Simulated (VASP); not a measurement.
# SnO (Cmce) in VASP: single point with PBEsol

Aim: the single point of SnO with PBEsol.

Everything below comes from runs of VASP 6.6.1. Logs are shortened: lines on timing, memory, paths and dates and some standing lists are left out, and cuts for length are marked.

## 1. The cell of the first run

Symmetry: Cmce, No. 64, orthorhombic system. Conventional cell: a = 5.462 Å, b = 5.300 Å, c = 9.495 Å, α = 90.00°, β = 90.00°, γ = 90.00°. Sn (site symmetry m) has 4 O at 2.22 Å within 2.9 Å. O (site symmetry 2) has 4 Sn at 2.22 Å and 4 O at 2.65 to 2.73 Å within 2.9 Å.

## 2. Single point, PBEsol (strain +0.0150 x Voigt [1, -1, 0, 0, 0, 0])

Input file INCAR:

```
PREC = Accurate
ENCUT = 520
EDIFF = 1E-6
ISMEAR = 0
SIGMA = 0.15
LREAL = F
LASPH = T
NELM = 100
ALGO = Fast
ISIF = 2
LWAVE = F
LCHARG = F
GGA = PS
NBANDS = 50
```

Input file KPOINTS:

```
regular mesh
0
Gamma
  10 10 4
```

Input file POSCAR:

```
SnO
1.0
    2.7308121819     -2.6501186203      0.0000000000
    2.7308121819      2.6501186203      0.0000000000
    0.0000000000      0.0000000000      9.4948200140
Sn O
4 4
Direct
    0.9991897041      0.0008102959      0.9998622097
    0.0008102959      0.9991897041      0.4998622097
    0.5008102959      0.4991897041      0.2571377902
    0.4991897041      0.5008102959      0.7571377902
    0.0007797023      0.4992202976      0.3785000000
    0.9992202976      0.5007797024      0.8785000000
    0.5007797024      0.9992202976      0.3785000000
    0.4992202976      0.0007797023      0.8785000000
```

Potentials or basis: VASP PAW PBE potentials, release 64 (Sn_d, O).

Started as:

```console
$ cat potpaw_PBE.64/Sn_d/POTCAR potpaw_PBE.64/O/POTCAR > POTCAR
$ mpirun -np 1 vasp_std > vasp.out
```

OUTCAR:

```text
PREC = Accurate
   ENCUT = 520
   EDIFF = 1E-6
   ISMEAR = 0
   LREAL = F
   LASPH = T
   NELM = 100
   ISIF = 2
   GGA = PS

 ion  position               nearest neighbor table
   1  0.999  0.001  1.000-   6 2.22   8 2.22   8 2.22   6 2.22   4 3.51   4 3.51   4 3.57   4 3.57
                             3 3.60   3 3.61   3 3.66   3 3.66
   2  0.001  0.999  0.500-   7 2.22   5 2.22   5 2.22   7 2.22   3 3.51   3 3.51   3 3.57   3 3.57
                             4 3.60   4 3.61   4 3.66   4 3.66
   3  0.501  0.499  0.257-   5 2.22   7 2.22   7 2.22   5 2.22   2 3.51   2 3.51   2 3.57   2 3.57
                             1 3.60   1 3.61   1 3.66   1 3.66
   4  0.499  0.501  0.757-   8 2.22   6 2.22   6 2.22   8 2.22   1 3.51   1 3.51   1 3.57   1 3.57
                             2 3.60   2 3.61   2 3.66   2 3.66
   5  0.001  0.499  0.379-   2 2.22   3 2.22   2 2.22   3 2.22
   6  0.999  0.501  0.879-   1 2.22   4 2.22   1 2.22   4 2.22
   7  0.501  0.999  0.379-   2 2.22   3 2.22   2 2.22   3 2.22
   8  0.499  0.001  0.879-   1 2.22   4 2.22   1 2.22   4 2.22

  LATTYP: Found a base centered orthorhombic cell.
 ALAT       =     5.3002372406
 B/A-ratio  =     1.0304490376
 C/A-ratio  =     1.7913952872

  Lattice vectors:

 A1 = (  -2.7308121819,  -2.6501186203,   0.0000000000)
 A2 = (   2.7308121819,  -2.6501186203,   0.0000000000)
 A3 = (   0.0000000000,   0.0000000000,   9.4948200140)

Analysis of symmetry for initial positions (statically):
=====================================================================
 Subroutine PRICEL returns:
 Original cell was already a primitive cell.

 Routine SETGRP: Setting up the symmetry group for a
 base centered orthorhombic supercell.

 Subroutine GETGRP returns: Found  8 space group operations
 (whereof  2 operations were pure point group operations)
 out of a pool of  8 trial point group operations.

The static configuration has the point symmetry C_1h.
 The point group associated with its full space group is D_2h.

Analysis of symmetry for dynamics (positions and initial velocities):
=====================================================================
 Subroutine PRICEL returns:
 Original cell was already a primitive cell.

 Routine SETGRP: Setting up the symmetry group for a
 base centered orthorhombic supercell.

 Subroutine GETGRP returns: Found  8 space group operations
 (whereof  2 operations were pure point group operations)
 out of a pool of  8 trial point group operations.

The dynamic configuration has the point symmetry C_1h.
 The point group associated with its full space group is D_2h.

 Subroutine INISYM returns: Found  8 space group operations
 (whereof  2 operations are pure point group operations),
 and found     1 'primitive' translations

----------------------------------------------------------------------------------------

                                     Primitive cell

  volume of cell :     137.4276

  direct lattice vectors                    reciprocal lattice vectors
     2.730812182 -2.650118620  0.000000000     0.183095712 -0.188670800  0.000000000
     2.730812182  2.650118620  0.000000000     0.183095712  0.188670800  0.000000000
     0.000000000  0.000000000  9.494820014     0.000000000  0.000000000  0.105320585

  length of vectors
     3.805320469  3.805320469  9.494820014     0.262908179  0.262908179  0.105320585

  position of ions in fractional coordinates (direct lattice)
     0.999189704  0.000810296  0.999862210
     0.000810296  0.999189704  0.499862210
     0.500810296  0.499189704  0.257137790
     0.499189704  0.500810296  0.757137790
     0.000779702  0.499220298  0.378500000
     0.999220298  0.500779702  0.878500000
     0.500779702  0.999220298  0.378500000
     0.499220298  0.000779702  0.878500000

  ion indices of the primitive-cell ions
   primitive index   ion index
                 1           1
                 2           2
                 3           3
                 4           4
                 5           5
                 6           6
                 7           7
                 8           8

----------------------------------------------------------------------------------------

 KPOINTS: regular mesh

Automatic generation of k-mesh.
 Grid dimensions read from file:
 generate k-points for:   10   10    4

 Generating k-lattice:

  Cartesian coordinates                     Fractional coordinates (reciprocal lattice)
     0.018309571 -0.018867080  0.000000000     0.100000000  0.000000000  0.000000000
     0.018309571  0.018867080  0.000000000     0.000000000  0.100000000  0.000000000
     0.000000000  0.000000000  0.026330146     0.000000000  0.000000000  0.250000000

  Length of vectors
     0.026290818  0.026290818  0.026330146

  Shift w.r.t. Gamma in fractional coordinates (k-lattice)
     0.000000000  0.000000000  0.000000000

 Subroutine IBZKPT returns following result:
 ===========================================

 Found     93 irreducible k-points:

 Following reciprocal coordinates:
            Coordinates               Weight
  0.000000  0.000000  0.000000      1.000000
  0.100000  0.000000  0.000000      4.000000
  0.200000  0.000000  0.000000      4.000000
  0.300000 -0.000000  0.000000      4.000000
  0.400000 -0.000000  0.000000      4.000000
  0.500000  0.000000  0.000000      2.000000
[... 16 lines left out ...]
  0.300000  0.300000  0.000000      2.000000
  0.400000  0.300000  0.000000      4.000000
 [... further k-points ...]
   k-points           NKPTS =     93   k-points in BZ     NKDIM =     93   number of bands    NBANDS=     50
   number of dos      NEDOS =    301   number of ions     NIONS =      8
   total plane-waves  NPLWV =  56448
   dimension x,y,z NGX =    28 NGY =   28 NGZ =   72
   dimension x,y,z NGXF=    56 NGYF=   56 NGZF=  144
   ions per type =               4   4
   NGX,Y,Z   is equivalent  to a cutoff of  12.23, 12.23, 12.61 a.u.
   NGXF,Y,Z  is equivalent  to a cutoff of  24.47, 24.47, 25.21 a.u.
 SYSTEM =  unknown system
   PREC   = accura    normal or accurate (medium, high low for compatibility)
   ISTART =      0    job   : 0-new  1-cont  2-samecut
   ICHARG =      2    charge: 1-file 2-atom 10-const
   ISPIN  =      1    spin polarized calculation?
   LNONCOLLINEAR =      F non collinear calculations
   LSORBIT =      F    spin-orbit coupling
   LASPH  =      T    aspherical Exc in radial PAW
   ENCUT  =  520.0 eV  38.22 Ry    6.18 a.u.   7.08  7.08 17.65*2*pi/ulx,y,z
   NELM   =    100;   NELMIN=  2; NELMDL= -5     # of ELM steps
   EDIFF  = 0.1E-05   stopping-criterion for ELM
   LREAL  =      F    real-space projection
[... 7 lines left out ...]
   TEBEG  =    0.0;   TEEND  =   0.0 temperature during run
   PSTRESS=    0.0 pullay stress
   NELECT =      80.0000    total number of electrons
   NUPDOWN=      -1.0000    fix difference up-down
   EMIN   =  10.00;   EMAX   =-10.00  energy-range for DOS
   EFERMI =   0.00;   METHOD = LEGACY
   ISMEAR =     0;   SIGMA  =   0.15  broadening in eV -4-tet -1-fermi 0-gaus
   EFERMI_NEDOS =   21; number of points for ismear=-14 and -15
   IALGO  =     68    algorithm
   IMIX   =      4    mixing-type and parameters
     AMIX     =   0.40;   BMIX     =  1.00
     AMIX_MAG =   1.60;   BMIX_MAG =  1.00
  volume/ion in A,a.u.               =      17.18       115.93
  Fermi-wavevector in a.u.,A,eV,Ry     =   1.366932  2.583127 25.422523  1.868503
  Thomas-Fermi vector in A             =   2.493029
   LORBIT       =      0    0 simple, 1 ext, 2 COOP (PROOUT), +10 PAW based schemes
   GGA     = PS    functional components
   LHFCALC =     F    Hartree Fock is set to
   AEXX    =    0.0000 exact exchange contribution
   IVDW    =     0    specifies the selected vdW correction
   LEPSILON=     F    determine dielectric tensor
   LRPA    =     F    only Hartree local field effects (RPA)
 non-spin polarized calculation
 RMM-DIIS sequential band-by-band and
 Gauss-broadening in eV      SIGMA  =   0.15
  energy-cutoff  :      520.00
  volume of cell :      137.43
 maximum number of plane-waves:      3738
   NGX = 15   NGY = 15   NGZ = 35

 number of electron      79.9999993 magnetization

 Free energy of the ion-electron system (eV)
  ---------------------------------------------------
  ext. energy  EPLUGINS =         0.00000000
  ---------------------------------------------------
  free energy    TOTEN  =       -48.39748196 eV

  energy without entropy =      -48.39417435  energy(sigma->0) =      -48.39582816

 E-fermi :   7.3113     XC(G=0): -10.6023

 val. band max:        7.2380211919   @ k =   0.1000   0.0000   0.0000
 cond. band min:       7.3565559331   @ k =   0.5000   0.5000   0.2500
 fundamental gap:      0.1185347412
 Fermi energy:         7.3113443675

 k-point     1 :       0.0000    0.0000    0.0000
  band No.  band energies     occupation
      1     -14.6979      2.00000
      2     -14.6758      2.00000
      3     -14.2683      2.00000
      4     -14.2669      2.00000
      5     -14.2447      2.00000
      6     -14.2444      2.00000
[... 42 lines left out ...]
     49      12.9693      0.00000
     50      13.1109      0.00000

 k-point     2 :       0.1000    0.0000    0.0000
  band No.  band energies     occupation
      1     -14.6923      2.00000
      2     -14.6727      2.00000
      3     -14.2674      2.00000
      4     -14.2653      2.00000
      5     -14.2437      2.00000
      6     -14.2425      2.00000
[... 42 lines left out ...]
     49      12.7523      0.00000
     50      13.0916      0.00000

 k-point     3 :       0.2000    0.0000    0.0000
  band No.  band energies     occupation
      1     -14.6765      2.00000
      2     -14.6638      2.00000
      3     -14.3358      2.00000
      4     -14.2969      2.00000
      5     -14.2564      2.00000
      6     -14.2366      2.00000
[... 1102 lines left out ...]
     49      12.7316      0.00000
     50      13.9655      0.00000

 k-point    24 :       0.4000    0.3000    0.0000
  band No.  band energies     occupation
      1     -14.6334      2.00000
      2     -14.6134      2.00000
      3     -14.5871      2.00000
      4     -14.5769      2.00000
      5     -14.2297      2.00000
      6     -14.2229      2.00000
[... 42 lines left out ...]
     49      12.9348      0.00000
     50      14.2144      0.00000

 [... further k-points ...]
[... 5 lines left out ...]
  --------------------------------------------------------------------------------------
  -------------------------------------------------------------------------------------
  Total       -1.9326032      2.4516168      0.2625892      0.0000000      0.0000000      0.0000000
  in kB      -22.5309444     28.5817811      3.0613538      0.0000000      0.0000000      0.0000000
  external PRESSURE =       3.0373968 kB  Pullay stress =       0.0000000 kB

 VOLUME and BASIS-vectors are now :
 -----------------------------------------------------------------------------
  energy-cutoff  :      520.00
  volume of cell :      137.43
      direct lattice vectors                 reciprocal lattice vectors
     2.730812182 -2.650118620  0.000000000     0.183095712 -0.188670800  0.000000000
     2.730812182  2.650118620  0.000000000     0.183095712  0.188670800  0.000000000
     0.000000000  0.000000000  9.494820014     0.000000000  0.000000000  0.105320585

 POSITION                                       TOTAL-FORCE (eV/Angst)
 -----------------------------------------------------------------------------------
      2.73081     -2.64582      9.49351         0.000000     -0.004123      0.090199
      2.73081      2.64582      4.74610         0.000000      0.004123      0.090199
      2.73081     -0.00429      2.44148         0.000000      0.004123     -0.090199
      2.73081      0.00429      7.18889         0.000000     -0.004123     -0.090199
      1.36541      1.32093      3.59379         0.000000      0.001629     -0.000000
      4.09622     -1.32093      8.34120         0.000000     -0.001629     -0.000000
      4.09622      1.32093      3.59379         0.000000      0.001629     -0.000000
      1.36541     -1.32093      8.34120         0.000000     -0.001629     -0.000000
 -----------------------------------------------------------------------------------
    total drift:                                0.000001     -0.000000     -0.000012

  FREE ENERGIE OF THE ION-ELECTRON SYSTEM (eV)
  ---------------------------------------------------
  free  energy   TOTEN  =       -48.3974819626 eV

  energy  without entropy=      -48.3941743501  energy(sigma->0) =      -48.39582816
```

It took 15 min on 1 thread of Oxide Virtual Turin-like, shared host; peak memory 0.51 GiB.

Results:

```
Free energy            : -48.3975 eV
Pressure               : 0.3 GPa
Largest force          : 0.090 eV/Å
Band gap on the k mesh : zero (bands 40 and 41 overlap by 0.14 eV)
```

Forces on the atoms (eV/Å):
```
Sn   0.000 -0.004  0.090
Sn   0.000  0.004  0.090
Sn   0.000  0.004 -0.090
Sn   0.000 -0.004 -0.090
O    0.000  0.002  0.000
O    0.000 -0.002  0.000
O    0.000  0.002  0.000
O    0.000 -0.002  0.000
```

Levels at points of the mesh, in eV from the Fermi level:
| k point | band 37 | band 38 | band 39 | band 40 | band 41 | band 42 | band 43 | band 44 |
| --- | --- | --- | --- | --- | --- | --- | --- | --- |
| (0.00, 0.00, 0.00) | -3.08 | -3.06 | -2.29 | -0.08 | 1.51 | 2.02 | 2.59 | 2.80 |
| (0.50, 0.00, 0.00) | -2.86 | -2.86 | -1.82 | -1.82 | 2.56 | 2.56 | 3.18 | 3.18 |
| (0.50, 0.50, 0.00) | -2.46 | -2.46 | -2.06 | -1.88 | -0.21 | -0.15 | 2.17 | 2.23 |
| (0.00, 0.00, 0.50) | -3.07 | -3.07 | -0.63 | -0.63 | 1.50 | 1.50 | 3.21 | 3.21 |
| (0.50, 0.00, 0.50) | -2.30 | -2.30 | -2.29 | -2.29 | 2.85 | 2.85 | 2.86 | 2.86 |
| (0.50, 0.50, 0.50) | -2.46 | -2.46 | -2.30 | -2.30 | 0.72 | 0.72 | 0.77 | 0.77 |

Caveat: the cell differs from its parent crystal (strain +0.0150 x Voigt [1, -1, 0, 0, 0, 0]); the stress differs along the axes, from -2 to 3 GPa; semilocal functionals underestimate gaps, and a narrow one can read as zero; the PAW data sets were made with another functional, which shifts forces and pressure a little; spin-orbit coupling is left out, which moves the levels of the heavy elements.

The gap in the log of VASP goes by the Fermi energy; the results here count the filled bands.